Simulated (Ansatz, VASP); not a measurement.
One calculation of Cs, two programs

```
Cs
1.0
     5.15255    0.00000    0.00000
    -2.57627    4.46224    0.00000
     0.00000    0.00000    8.34712
Cs
2
Direct
  0.33333 0.66667 0.25000
  0.66667 0.33333 0.75000
```

Change from the starting cell: volume scaled by 1, crystal datasets.

Alike in both runs: task single point; functional LDA; k mesh 9 × 9 × 5; occupations fermi-dirac, width 0.1 eV; no spin polarisation.

|  | VASP | Ansatz |
| --- | --- | --- |
| version | VASP 6.6.1 | Ansatz 0.2.0 |
| potentials or method | VASP PAW LDA potentials, release 64 (Cs_sv), cutoff 520 eV | all-electron PAW with datasets made for the crystal, scalar-relativistic |

```csv
,VASP,Ansatz,Ansatz less VASP
pressure (GPa),0.0,0.0,+0.01
```

LDA's correlation is that of Perdew and Zunger in VASP and of Perdew and Wang (1992) in Ansatz. Ansatz ran all-electron here, and VASP with PAW potentials.

Neither program's run includes spin-orbit coupling.
